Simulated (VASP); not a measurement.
# C2N (P6_3/mmc) in VASP: notebook, part 2 of 2

VASP 6.6.1. Earlier steps stand in the parts before.

## 3. Relaxation of cell and atoms, PBE

This run uses another cell than the first one, of 12.41 Å³/atom.

Input file INCAR:

```
  ALGO = Normal
  EDIFF = 1E-7
  EDIFFG = -0.04
  ENCUT = 600
  GGA = PE
  IBRION = 2
  ISIF = 3
  ISMEAR = 0
  LASPH = True
  LCHARG = False
  LREAL = False
  LWAVE = False
  NELM = 60
  NSW = 90
  PREC = Accurate
  SIGMA = 0.1
```

Input file KPOINTS:

```
k-points
0
Gamma
  6 6 4
```

Input file POSCAR:

```
C2N
1.0
    4.1071505500      0.0000000000      0.0000000000
   -2.0535752800      3.5568967200      0.0000000000
    0.0000000000      0.0000000000      5.0982360600
C N
4 2
Direct
    0.6666666700      0.3333333300      0.2500000000
    0.3333333300      0.6666666700      0.7500000000
    0.0000000000      0.0000000000      0.0000000000
    0.0000000000      0.0000000000      0.5000000000
    0.6666666700      0.3333333300      0.7500000000
    0.3333333300      0.6666666700      0.2500000000
```

Potentials or basis: VASP PAW PBE potentials, release 64 (C, N).

On the command line:

```console
$ cat potpaw_PBE.64/C/POTCAR potpaw_PBE.64/N/POTCAR > POTCAR
$ mpirun -np 1 vasp_std > vasp.out
```

It took 8.6 min on 1 thread of AMD EPYC 9R45 (Zen 5), shared host; peak memory 0.2 GiB.

Results (log left out):

```
Free energy                           : -47.1672 eV
Relaxed volume                        : 10.21 Å³/atom
Relaxed cell                          : a = 5.329 Å, b = 5.329 Å, c = 2.491 Å, α = 90.00°, β = 90.00°, γ = 120.00°
Space group after relaxing (to 0.1 Å) : P6_3/mmc (No. 194)
Pressure after relaxing               : 0.4 GPa
Band gap on the k mesh                : zero (bands 13 and 14 overlap by 5.89 eV)
```

Stress tensor (GPa, compression positive):
```
0.53 0.00 0.00
0.00 0.53 0.00
0.00 0.00 0.29
```

Final structure:
```cif
data_structure
_symmetry_space_group_name_H-M 'P 1'
_symmetry_Int_Tables_number 1
_cell_length_a 5.3290
_cell_length_b 5.3290
_cell_length_c 2.4911
_cell_angle_alpha 90.000
_cell_angle_beta 90.000
_cell_angle_gamma 120.000
_cell_volume 61.26
loop_
_atom_site_label
_atom_site_type_symbol
_atom_site_fract_x
_atom_site_fract_y
_atom_site_fract_z
_atom_site_occupancy
C1 C 0.66667 0.33333 0.25000 1
C2 C 0.33333 0.66667 0.75000 1
C3 C 0.00000 0.00000 0.00000 1
C4 C 0.00000 0.00000 0.50000 1
N1 N 0.66667 0.33333 0.75000 1
N2 N 0.33333 0.66667 0.25000 1
```

Levels at points of the mesh, in eV from the Fermi level:
```tsv
k point	band 8	band 9	band 10	band 11	band 12	band 13	band 14	band 15	band 16	band 17
(0.00, 0.00, 0.00)	-9.15	-8.35	-8.35	-5.63	-5.63	2.99	4.01	6.66	7.57	7.62
(0.50, 0.00, 0.00)	-8.82	-8.34	-7.80	-5.94	-5.65	3.83	3.91	7.03	7.31	7.56
(0.00, 0.00, 0.50)	-4.36	-4.36	-4.36	-2.04	-2.04	-2.04	-2.04	0.07	0.07	0.07
(0.50, 0.00, 0.50)	-4.50	-4.25	-4.25	-1.91	-1.91	-1.81	-1.81	-0.28	-0.28	0.09
```

Caveat: the volume moved by over 15 % at a fixed basis, so the end points are rough; the highest band is partly filled, so the run has too few bands.

## 4. Single point, PBE

This run uses another cell than the first one, of 15.86 Å³/atom.

Input file INCAR:

```
SYSTEM = C2N
  PREC = Accurate
  ENCUT = 520
  EDIFF = 1E-6
  ISMEAR = 0
  SIGMA = 0.1
  LREAL = .False.
  LASPH = .True.
  NELM = 80
  ALGO = Normal
  ISIF = 2
  LWAVE = .False.
  LCHARG = .True.
  GGA = PE
  LELF = .True.
  LVHAR = .True.
  NBANDS = 22
```

Input file KPOINTS:

```
regular mesh
0
Gamma
  6 6 14
  0 0 0
```

Input file POSCAR:

```
C2N
1.0
    6.6379002046      0.0000000000      0.0000000000
   -3.3189501023      5.7485902050      0.0000000000
    0.0000000000      0.0000000000      2.4943454123
C N
4 2
Direct
    0.6666666667      0.3333333333      0.2500000000
    0.3333333333      0.6666666667      0.7500000000
    0.0000000000      0.0000000000      0.0000000000
    0.0000000000      0.0000000000      0.5000000000
    0.6666666667      0.3333333333      0.7500000000
    0.3333333333      0.6666666667      0.2500000000
```

On the command line:

```console
$ cat potpaw_PBE.64/C/POTCAR potpaw_PBE.64/N/POTCAR > POTCAR
$ mpirun -np 1 vasp_std > vasp.out
```

It took 98 s on 1 thread of AMD EPYC 9R45 (Zen 5), shared host; peak memory 0.22 GiB.

The run converged. Its results:

* Free energy: -47.6357 eV
* Pressure: -0.2 GPa
* Band gap on the k mesh: zero (bands 13 and 14 overlap by 5.90 eV)

Stress tensor (GPa, compression positive):
```
-0.07  0.00  0.00
 0.00 -0.07  0.00
 0.00  0.00 -0.46
```

Levels at points of the mesh, in eV from the Fermi level:
| k point | band 8 | band 9 | band 10 | band 11 | band 12 | band 13 | band 14 | band 15 | band 16 | band 17 |
| --- | --- | --- | --- | --- | --- | --- | --- | --- | --- | --- |
| (0.00, 0.00, 0.00) | -9.11 | -8.81 | -8.81 | -5.74 | -5.74 | 1.79 | 3.59 | 4.79 | 5.85 | 5.85 |
| (0.50, 0.00, 0.00) | -9.04 | -8.88 | -8.76 | -5.78 | -5.73 | 2.76 | 3.03 | 4.77 | 5.35 | 5.72 |
| (0.00, 0.00, 0.50) | -4.65 | -4.65 | -4.65 | -2.19 | -2.19 | -2.19 | -2.19 | -0.07 | -0.07 | -0.07 |
| (0.50, 0.00, 0.50) | -4.65 | -4.64 | -4.64 | -2.19 | -2.19 | -2.19 | -2.19 | -0.11 | -0.11 | -0.05 |

## 5. Relaxation of cell and atoms, PBE

This run uses another cell than the first one, of 15.86 Å³/atom.

Input file INCAR:

```
SYSTEM = C2N
PREC = Accurate
ENCUT = 600
EDIFF = 1E-6
ISMEAR = 0
SIGMA = 0.1
LREAL = .False.
LASPH = .True.
NELM = 80
ALGO = Normal
ISIF = 3
LWAVE = .False.
LCHARG = .False.
GGA = PE
IBRION = 2
NSW = 100
EDIFFG = -0.01
```

Input file KPOINTS:

```
Automatic mesh
0
Gamma
  6 6 14
  0 0 0
```

POSCAR is that of step 4.

On the command line:

```console
$ cat potpaw_PBE.64/C/POTCAR potpaw_PBE.64/N/POTCAR > POTCAR
$ mpirun -np 1 vasp_std > vasp.out
```

Run time: 6.4 min. Hardware: 1 thread of AMD EPYC 9R45 (Zen 5), shared host; peak memory 0.25 GiB.

Results (log left out):

```
Free energy                           : -47.6203 eV
Relaxed volume                        : 14.92 Å³/atom
Relaxed cell                          : a = 6.437 Å, b = 6.437 Å, c = 2.494 Å, α = 90.00°, β = 90.00°, γ = 120.00°
Space group after relaxing (to 0.1 Å) : P6_3/mmc (No. 194)
Energy gained by relaxing             : 0.5 meV/atom
Ionic steps                           : 13
Pressure after relaxing               : 0.0 GPa
```

Stress tensor (GPa, compression positive):
```
 0.01  0.00  0.00
 0.00  0.01  0.00
 0.00  0.00 -0.09
```

The path:
| step | energy change (eV) | largest force (eV/Å) | pressure (GPa) | volume (Å³) |
| --- | --- | --- | --- | --- |
| 1 | 0.0000 | 0.0000 | -0.13 | 95.18 |
| 2 | -0.0001 | 0.0000 | 0.05 | 95.00 |
| 3 | -0.0001 | 0.0000 | 0.07 | 94.97 |
| 4 | -0.0001 | 0.0000 | 0.07 | 94.95 |
| 5 | -0.0002 | 0.0000 | 0.07 | 94.88 |
| 6 | -0.0004 | 0.0000 | 0.06 | 94.74 |
| 7 | -0.0006 | 0.0000 | 0.05 | 94.45 |
| 8 | -0.0011 | 0.0000 | 0.01 | 93.88 |
| 9 | -0.0020 | 0.0000 | -0.06 | 92.75 |
| 10 | -0.0029 | 0.0000 | -0.19 | 90.51 |
| 11 | -0.0029 | 0.0000 | -0.22 | 89.85 |
| 12 | -0.0029 | 0.0000 | 0.11 | 89.31 |
| 13 | -0.0030 | 0.0000 | -0.02 | 89.51 |

Final structure:
```xyz
6
Lattice="6.4375 0.0000 0.0000 -3.2187 5.5750 0.0000 0.0000 0.0000 2.4941" Properties=species:S:1:pos:R:3 pbc="T T T"
C     3.2187    1.8583    0.6235
C     0.0000    3.7167    1.8706
C     0.0000    0.0000    0.0000
C     0.0000    0.0000    1.2470
N     3.2187    1.8583    1.8706
N     0.0000    3.7167    0.6235
```

Levels at points of the mesh, in eV from the Fermi level:
| k point | band 9 | band 10 | band 11 | band 12 | band 13 | band 14 | band 15 | band 16 |
| --- | --- | --- | --- | --- | --- | --- | --- | --- |
| (0.00, 0.00, 0.00) | -8.80 | -8.80 | -6.26 | -6.26 | 1.75 | 3.62 | 4.87 | 5.97 |
| (0.50, 0.00, 0.00) | -8.86 | -8.72 | -6.31 | -6.25 | 2.80 | 3.06 | 4.82 | 5.47 |
| (0.00, 0.00, 0.50) | -4.65 | -4.65 | -2.21 | -2.21 | -2.21 | -2.21 | -0.59 | -0.59 |
| (0.50, 0.00, 0.50) | -4.64 | -4.64 | -2.20 | -2.20 | -2.20 | -2.20 | -0.65 | -0.65 |

Caveat: the highest band is partly filled, so the run has too few bands.

## 6. Relaxation of cell and atoms, PBE

This run uses another cell than the first one, of 13.80 Å³/atom.

Input file INCAR:

```
SYSTEM = C2N
PREC = Accurate
ENCUT = 600
EDIFF = 1E-6
ISMEAR = 0
SIGMA = 0.1
LREAL = .FALSE.
LASPH = .TRUE.
NELM = 60
ALGO = Normal
ISIF = 3
LWAVE = .FALSE.
LCHARG = .FALSE.
GGA = PE
IBRION = 2
NSW = 100
EDIFFG = -0.01
```

Input file KPOINTS:

```
Automatic mesh
0
G
  6 6 14
  0 0 0
```

POSCAR: that of step 5 with these lines changed.

```diff
@@ -2,5 +2,5 @@
 1.0
-    6.6379002046      0.0000000000      0.0000000000
-   -3.3189501023      5.7485902050      0.0000000000
-    0.0000000000      0.0000000000      2.4943454123
+    6.1876127497      0.0000000000      0.0000000000
+   -3.0938063748      5.3586298300      0.0000000000
+    0.0000000000      0.0000000000      2.4971314789
 C N
```

Potentials or basis: VASP PAW PBE potentials, release 64 (C, N).

On the command line:

```console
$ cat potpaw_PBE.64/C/POTCAR potpaw_PBE.64/N/POTCAR > POTCAR
$ mpirun -np 1 vasp_std > vasp.out
```

It took 5.4 min on 1 thread of AMD EPYC 9R45 (Zen 5), shared host; peak memory 0.22 GiB.

It converged, with:

```yaml
Free_energy: -47.6051 eV
Relaxed_volume: 15.47 Å³/atom
Relaxed_cell: a = 6.555 Å, b = 6.555 Å, c = 2.494 Å, α = 90.00°, β = 90.00°, γ = 120.00°
Space_group_after_relaxing_to_0.1_Å: P6_3/mmc (No. 194)
Energy_gained_by_relaxing: 2.5 meV/atom
Ionic_steps: 11
Pressure_after_relaxing: 0.0 GPa
```

The path:
| step | energy change (eV) | largest force (eV/Å) | pressure (GPa) | volume (Å³) |
| --- | --- | --- | --- | --- |
| 1 | 0.0000 | 0.0000 | -0.37 | 82.80 |
| 2 | 0.0225 | 0.0000 | 4.43 | 82.41 |
| 3 | -0.0010 | 0.0000 | 0.44 | 82.73 |
| 4 | -0.0021 | 0.0000 | 0.41 | 83.08 |
| 5 | -0.0051 | 0.0000 | 0.37 | 84.13 |
| 6 | -0.0097 | 0.0000 | 0.28 | 86.25 |
| 7 | -0.0144 | 0.0000 | 0.14 | 90.56 |
| 8 | -0.0149 | 0.0000 | 0.09 | 92.47 |
| 9 | -0.0149 | 0.0000 | 0.07 | 92.81 |
| 10 | -0.0027 | 0.0000 | -2.50 | 93.35 |
| 11 | -0.0149 | 0.0000 | 0.00 | 92.82 |

Final structure:
```
C N
1.0
     6.55525    0.00000    0.00000
    -3.27762    5.67701    0.00000
     0.00000    0.00000    2.49428
C N
4 2
Direct
  0.66667 0.33333 0.25000
  0.33333 0.66667 0.75000
  0.00000 0.00000 0.00000
  0.00000 0.00000 0.50000
  0.66667 0.33333 0.75000
  0.33333 0.66667 0.25000
```

Levels at points of the mesh, in eV from the Fermi level:
| k point | band 10 | band 11 | band 12 | band 13 | band 14 | band 15 |
| --- | --- | --- | --- | --- | --- | --- |
| (0.00, 0.00, 0.00) | -8.83 | -6.27 | -6.27 | 1.69 | 3.59 | 4.77 |
| (0.50, 0.00, 0.00) | -8.76 | -6.31 | -6.26 | 2.72 | 3.00 | 4.68 |
| (0.00, 0.00, 0.50) | -4.67 | -2.22 | -2.22 | -2.22 | -2.22 | -0.60 |
| (0.50, 0.00, 0.50) | -4.66 | -2.21 | -2.21 | -2.21 | -2.21 | -0.65 |

Caveat: the highest band is partly filled, so the run has too few bands.

## 7. Overview

```tsv
task	cell	k mesh	cutoff (eV)	gap on the mesh (eV)	pressure (GPa)	relaxed volume (Å³/atom)
relaxation of cell and atoms	relaxed from a = 6.123, b = 6.123, c = 2.495 Å, angles 90.0, 90.0, 120.0°, 6 atoms	3 × 3 × 6	600	-	0.1	13.51
relaxation of cell and atoms	relaxed from a = 4.107, b = 4.107, c = 5.098 Å, angles 90.0, 90.0, 120.0°, 6 atoms	6 × 6 × 4	600	none	0.4	10.21
single point	a = 6.638, b = 6.638, c = 2.494 Å, angles 90.0, 90.0, 120.0°, 6 atoms	6 × 6 × 14	520	none	-0.2	-
relaxation of cell and atoms	relaxed from a = 6.638, b = 6.638, c = 2.494 Å, angles 90.0, 90.0, 120.0°, 6 atoms	6 × 6 × 14	600	-	0.0	14.92
relaxation of cell and atoms	relaxed from a = 6.188, b = 6.188, c = 2.497 Å, angles 90.0, 90.0, 120.0°, 6 atoms	6 × 6 × 14	600	-	0.0	15.47
```

Alike in all rows: level PBE; potentials or basis VASP PAW PBE potentials, release 64 (C, N); no spin polarisation; smearing gaussian 0.1 eV.

Caveats: some runs use coarse meshes; the highest band is partly filled, so the run has too few bands (at least some runs); the volume moved by over 15 % at a fixed basis, so the end points are rough (at least some runs).

Total energies depend on the potentials used, so only differences within one code and one set of settings carry meaning.
